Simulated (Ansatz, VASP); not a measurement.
# AlN in VASP and in Ansatz

Contents of INCAR:

```
SYSTEM = AlN
PREC     = Accurate       ! precision mode
ENCUT    = 520            ! plane-wave cutoff, eV
EDIFF    = 1E-6           ! SCF threshold, eV
ISMEAR   = -1             ! smearing method
SIGMA    = 0.02           ! smearing width, eV
LREAL    = .FALSE.        ! projectors in reciprocal space
LASPH    = .TRUE.         ! aspherical terms in the spheres
NELM     = 80             ! most SCF steps
ALGO     = Normal         ! electronic algorithm
ISIF     = 2              ! what is computed and relaxed
LWAVE    = .FALSE.        ! write WAVECAR
LCHARG   = .FALSE.        ! write CHGCAR
NBANDS   = 11             ! bands
```

Contents of KPOINTS:

```
regular mesh
0
G
  10 10 10
  0 0 0
```

File POSCAR:

```
AlN
1.0
    0.0197800000      1.9878900000      1.9878900000
    1.9878900000      0.0197800000      1.9878900000
    1.9878900000      1.9878900000      0.0197800000
Al N
1 1
Direct
    0.0000000000      0.0000000000      0.0000000000
    0.5000000000      0.5000000000      0.5000000000
```

Input for Ansatz:

```yaml
crystal:
  lattice:
    - [0.01978, 1.98789, 1.98789]
    - [1.98789, 0.01978, 1.98789]
    - [1.98789, 1.98789, 0.01978]
  atoms:
    - { symbol: Al, position: [0.0, 0.0, 0.0] }
    - { symbol: "N", position: [0.5, 0.5, 0.5] }
kpoints:
  mp_grid: { grid: [10, 10, 10] }
  band_path:
    path:
      - [0.0, 0.0, 0.0]
      - [0.5, 0.5, 0.5]
      - [0.247543133, 0.5, 0.752456867]
      - [-0.247543133, 0.247543133, 0.5]
      - [0.0, 0.0, 0.5]
      - [0.0, 0.0, 0.0]
      - [-0.3737715665, 0.0, 0.3737715665]
      - [0.0, 0.3737715665, 0.6262284335]
      - [0.0, 0.5, 0.5]
    npoints: 5
scf:
  occupations: { method: fermi_dirac, width: 0.02 }
hamiltonian:
  xc: lda
  pseudopotentials: { kind: all_electron, lapw: { basis_error: 0.001 } }
output:
  forces: true
  stress: true
  eigenvalues: true
```

Change from the starting cell: equal xy, yz and zx shear strains of +1 %.

Alike in both runs: task single point; functional LDA; k mesh 10 × 10 × 10; occupations fermi-dirac, width 0.02 eV; no spin polarisation.

```csv
,VASP,Ansatz
version,VASP 6.6.1,Ansatz 0.2.0
potentials or method,"VASP PAW LDA potentials, release 64 (Al, N), cutoff 520 eV","all-electron LAPW, scalar-relativistic"
```

```tsv
	VASP	Ansatz	Ansatz less VASP
gap on the k mesh at the Fermi level (eV)	4.84	4.85	+0.008
pressure (GPa)	13.3	12.5	-0.77
traceless stress, the component that is largest in VASP (GPa)	-3.50	-3.50	-0.001
```

LDA's correlation is that of Perdew and Zunger in VASP and of Perdew and Wang (1992) in Ansatz. Ansatz ran all-electron here, and VASP with PAW potentials.
